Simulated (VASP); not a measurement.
Set up this calculation in VASP 6.6.1, as the native input.

| Quantity | Value |
| --- | --- |
| Task | single point |
| Functional | PBEsol |
| Dispersion | D3(BJ) |
| Potentials or basis | VASP PAW PBE potentials, release 64 (Zn, S) |
| Cutoff | 520 eV |
| k mesh | 8 × 8 × 2 |
| Occupations | fermi-dirac, width 0.05 eV |
| Spin | no spin polarisation |
| Dipole correction | no |
| Further INCAR settings | ALGO = Normal; EDIFF = 1e-06; NBANDS = 66 |

The structure of ZnS lies in POSCAR:

```
ZnS
1.0
    3.8372457688      0.0000000000      0.0000000000
   -1.9186228844      3.3231523164      0.0000000000
    0.0000000000      0.0000000000     18.8137683755
Zn S
6 6
Direct
    0.3333333333      0.6666666667      0.8333300000
    0.6666666667      0.3333333333      0.3333300000
    0.6666666667      0.3333333333      0.6666700000
    0.3333333333      0.6666666667      0.1666700000
    0.0000000000      0.0000000000      0.5000000000
    0.0000000000      0.0000000000      0.0000000000
    0.3333333333      0.6666666667      0.9583300000
    0.6666666667      0.3333333333      0.4583300000
    0.6666666667      0.3333333333      0.7916700000
    0.3333333333      0.6666666667      0.2916700000
    0.0000000000      0.0000000000      0.6250000000
    0.0000000000      0.0000000000      0.1250000000
```

One way to write it, as run:

INCAR

```
  PREC = Accurate
  ENCUT = 520
  EDIFF = 1E-6
  ISMEAR = -1
  SIGMA = 0.05
  LREAL = False
  LASPH = True
  NELM = 100
  ALGO = Normal
  ISIF = 2
  LWAVE = False
  LCHARG = False
  GGA = PS
  IVDW = 12
  NBANDS = 66
```

KPOINTS

```
regular mesh
0
Gamma
  8 8 2
```

Potentials or basis: VASP PAW PBE potentials, release 64 (Zn, S).

The run is started by

```bash
$ cat potpaw_PBE.64/Zn/POTCAR potpaw_PBE.64/S/POTCAR > POTCAR
$ mpirun -np 1 vasp_std > vasp.out
```

Results of the run:

```yaml
Pressure: -4.7 GPa
Largest_force: 0.025 eV/Å
Band_gap_on_the_k_mesh: 1.94 eV
Dispersion_energy_per_atom: -0.256 eV
```

Caveat: the cell stands under tension; the PAW data sets were made with another functional, which shifts forces and pressure a little.

Wall time 16 min on 1 thread of Oxide Virtual Turin-like Processor (shared host), peak memory 0.45 GiB.
